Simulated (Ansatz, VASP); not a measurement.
## One calculation of AlAs, two programs

```
Al As
1.0
     0.00000    2.83040    2.83040
     2.83040    0.00000    2.83040
     2.83040    2.83040    0.00000
Al As
1 1
Direct
  0.00000 0.00000 0.00000
  0.25000 0.25000 0.25000
```

Alike in both runs: task single point; functional LDA; k mesh 6 × 6 × 6; non-collinear spin, spin-orbit coupling.

```csv
,VASP,Ansatz
version,VASP 6.6.1,Ansatz 0.2.0
potentials or method,"VASP PAW LDA potentials, release 64 (Al, As), cutoff 500 eV","plane waves, PAW"
occupations,"methfessel-paxton of order 1, width 0.02 eV","cold, width 0.02 eV"
valence electrons in the cell,8,18
```

|  | VASP | Ansatz | Ansatz less VASP |
| --- | --- | --- | --- |
| net moment per atom (μB) | 0.00 | 0.00 | 0.000 |

LDA's correlation is that of Perdew and Zunger in VASP and of Perdew and Wang (1992) in Ansatz. VASP's potentials hold 8 valence electrons a cell and Ansatz's 18, so a difference there can come from the potentials and not from the codes.
